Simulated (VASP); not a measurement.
NaH20ClO10: single point with LDA

NaH20ClO10:

```xyz
32
Lattice="7.2330 0.0000 0.0000 0.0000 7.2330 0.0000 0.0000 0.0000 7.2330" Properties=species:S:1:pos:R:3 pbc="T T T"
O     1.7595    4.3596    2.0093
O     7.1971    3.0168    4.7978
O     5.4467    1.0393    3.6337
O     2.9288   -0.2611    3.9518
O     3.9134    5.9216    6.5411
O     1.5111    1.1575    7.6918
O     6.3148    4.5192    2.5673
O     2.1987    4.4521    5.0621
O     3.5149    2.0424    5.1857
O     4.1521    5.6558    1.7545
H     0.7993    4.2627    2.1160
H     2.1270    3.4910    2.0184
H     6.7922    3.7329    4.2652
H     6.6094    2.3148    4.3746
H     5.3127    1.2191    2.6584
H     4.6381    1.4323    4.1005
H     2.9175    0.6705    4.3049
H     3.7073   -0.4227    3.3798
H     3.8906    6.5768    5.7895
H     3.4357    5.2022    6.1099
H     2.2943    1.8253    7.7702
H     0.9427    1.5673    6.9807
H     5.6016    5.1614    2.3481
H     6.1682    3.6973    2.0961
H     2.3076    5.1421    4.4115
H     1.3016    3.9869    4.9506
H     3.1032    3.0084    4.9653
H     3.7293    2.2215    6.1225
H     4.3472    6.0369    0.8077
H     3.7528    4.7621    1.4738
Na    1.8277    6.4777    1.5955
Cl    4.1872    2.5700    0.9231
```

```yaml
Program: VASP 6.6.1
Task: single point
Functional: LDA
Potentials_or_basis: VASP PAW LDA potentials, release 64 (O, H, Na_pv, Cl)
Cutoff: 520 eV
k_mesh: 1 × 1 × 1
Occupations: fermi-dirac, width 0.02 eV
Spin: no spin polarisation
```

| Quantity | Value |
| --- | --- |
| Pressure | -0.8 GPa |
| Largest force | 2.720 eV/Å |
| Band gap on the k mesh | 4.39 eV |

Forces in eV/Å, atoms in the order of the input:
```
O   -0.237  1.510 -0.073
O   -0.538 -0.259 -0.439
O   -0.057  0.435 -0.617
O   -0.787 -0.539 -0.100
O    0.630  1.647 -0.704
O    0.238  1.359 -0.528
O    2.058  0.039  1.238
O   -0.145 -1.772  1.090
O   -1.176  2.041 -1.361
O    0.006  0.063 -0.766
H   -1.205  0.142  0.349
H    1.073 -1.793 -0.106
H   -0.159  1.067 -0.272
H    0.441 -0.798  0.400
H   -0.071  0.102  0.642
H    0.452  0.169  0.117
H    0.231 -0.015  0.246
H    0.399  0.132 -0.192
H    0.079 -0.025  0.491
H   -0.917 -1.317 -0.097
H   -0.489 -0.978  0.039
H    0.378 -0.520  0.569
H   -1.131  0.191 -0.512
H   -0.941 -0.787 -0.711
H    0.039  1.257 -1.155
H    0.527 -0.030  0.040
H    0.390 -1.476  0.038
H    0.564 -0.409  1.035
H   -0.432 -0.557  0.645
H    0.604  0.705  0.568
Na   0.333  0.355  0.008
Cl  -0.156  0.060  0.118
```

Stress tensor (GPa, compression positive):
```
-0.54  0.11 -0.48
 0.11 -0.61 -0.45
-0.48 -0.45 -1.17
```

Levels at points of the mesh, in eV from the valence-band top:
```csv
k point,band 45,band 46,band 47,band 48,band 49,band 50
"(0.00, 0.00, 0.00)",-0.20,-0.08,0.00,4.39,6.92,7.32
```

Run time: 87 s on 1 thread of AMD EPYC 7R43 64-Core Processor (Zen 3) (shared host), peak memory 0.27 GiB.

Caveat: the k points lie up to 0.87 Å⁻¹ apart.
